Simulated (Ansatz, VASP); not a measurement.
**HC12 in VASP and in Ansatz**

Contents of INCAR:

```
ALGO = Normal ; DIPOL = 0.5 0.5 0.298
EDIFF = 1E-6 ; ENCUT = 520
GGA = PE ; IDIPOL = 3
ISIF = 2 ; ISMEAR = 0
LASPH = T ; LCHARG = F
LDIPOL = T ; LREAL = Auto
LWAVE = F ; NBANDS = 68
NELM = 100 ; PREC = Accurate
SIGMA = 0.05
```

The input KPOINTS:

```
k-points
0
Gamma
  5 5 1
```

Contents of POSCAR:

```
HC12
1.0
    5.0509324483      0.0000000000      0.0000000000
    0.0000000000      5.0509324483      0.0000000000
    0.0000000000      0.0000000000     22.3754933530
C H
24 2
Direct
    0.0000000000      0.2500000000      0.1787670080
    0.0000000000      0.7500000000      0.1787670080
    0.5000000000      0.2500000000      0.1787670080
    0.5000000000      0.7500000000      0.1787670080
    0.0000000000      0.0000000000      0.2186716990
    0.0000000000      0.5000000000      0.2186716990
    0.5000000000      0.0000000000      0.2186716990
    0.5000000000      0.5000000000      0.2186716990
    0.2500000000      0.0000000000      0.2585763899
    0.2500000000      0.5000000000      0.2585763899
    0.7500000000      0.0000000000      0.2585763899
    0.7500000000      0.5000000000      0.2585763899
    0.2500000000      0.2500000000      0.2976014419
    0.2500000000      0.7500000000      0.2976014419
    0.7500000000      0.2500000000      0.2976014419
    0.7500000000      0.7500000000      0.2976014419
    0.0000000000      0.2500000000      0.3394883053
    0.0000000000      0.7500000000      0.3394883053
    0.5000000000      0.2500000000      0.3394883053
    0.5000000000      0.7500000000      0.3394883053
    0.0000000000      0.0000000000      0.3743154719
    0.0000000000      0.5000000000      0.3743154719
    0.5000000000      0.0000000000      0.3743154719
    0.5000000000      0.5000000000      0.3743154719
    0.9257562829      0.3750000000      0.5352057791
    1.0742437171      0.3750000000      0.5352057791
```

Input for Ansatz:

```yaml
crystal:
  lattice:
    - [5.0509324483, 0.0, 0.0]
    - [0.0, 5.0509324483, 0.0]
    - [0.0, 0.0, 22.375493353]
  atoms:
    - { symbol: C, position: [0.0, 0.25, 0.178767008] }
    - { symbol: C, position: [0.0, 0.75, 0.178767008] }
    - { symbol: C, position: [0.5, 0.25, 0.178767008] }
    - { symbol: C, position: [0.5, 0.75, 0.178767008] }
    - { symbol: C, position: [0.0, 0.0, 0.218671699] }
    - { symbol: C, position: [0.0, 0.5, 0.218671699] }
    - { symbol: C, position: [0.5, 0.0, 0.218671699] }
    - { symbol: C, position: [0.5, 0.5, 0.218671699] }
    - { symbol: C, position: [0.25, 0.0, 0.2585763899] }
    - { symbol: C, position: [0.25, 0.5, 0.2585763899] }
    - { symbol: C, position: [0.75, 0.0, 0.2585763899] }
    - { symbol: C, position: [0.75, 0.5, 0.2585763899] }
    - { symbol: C, position: [0.25, 0.25, 0.2976014419] }
    - { symbol: C, position: [0.25, 0.75, 0.2976014419] }
    - { symbol: C, position: [0.75, 0.25, 0.2976014419] }
    - { symbol: C, position: [0.75, 0.75, 0.2976014419] }
    - { symbol: C, position: [0.0, 0.25, 0.3394883053] }
    - { symbol: C, position: [0.0, 0.75, 0.3394883053] }
    - { symbol: C, position: [0.5, 0.25, 0.3394883053] }
    - { symbol: C, position: [0.5, 0.75, 0.3394883053] }
    - { symbol: C, position: [0.0, 0.0, 0.3743154719] }
    - { symbol: C, position: [0.0, 0.5, 0.3743154719] }
    - { symbol: C, position: [0.5, 0.0, 0.3743154719] }
    - { symbol: C, position: [0.5, 0.5, 0.3743154719] }
    - { symbol: H, position: [0.9257562829, 0.375, 0.5352057791] }
    - { symbol: H, position: [1.0742437171, 0.375, 0.5352057791] }
basis:
  ecutwfc: 420
kpoints:
  mp_grid: { grid: [5, 5, 1] }
hamiltonian:
  xc: pbe
  pseudopotentials: { kind: paw, azcp: { folder: soft_1 } }
scf:
  occupations: { method: gaussian, width: 0.05 }
output:
  forces: true
  eigenvalues: true
efield:
  axis: 3
  dipole_correction: true
  ramp_width: 0.04
```

Alike in both runs: task single point; functional PBE; k mesh 5 × 5 × 1; occupations gaussian, width 0.05 eV; no spin polarisation.

|  | VASP | Ansatz |
| --- | --- | --- |
| version | VASP 6.6.1 | Ansatz 0.2.0 |
| potentials or method | VASP PAW PBE potentials, release 64 (C, H), cutoff 520 eV | scalar-relativistic, plane waves, PAW |
| valence electrons in the cell | 98 | 98 |

Ansatz gave:

```
gap on the k mesh at the Fermi level (eV) : none
rms of the force components (eV/Å)        : 0.786
```

Q: Which values does VASP return?

A: gap on the k mesh at the Fermi level (eV): none; rms of the force components (eV/Å): 0.781.

Atom by atom the forces differ by 0.014 eV/Å (rms over components). A gap of «none» marks a metal or a gap that the smearing closes. With one functional, cell and mesh, what is left measures potentials, basis and numerics.
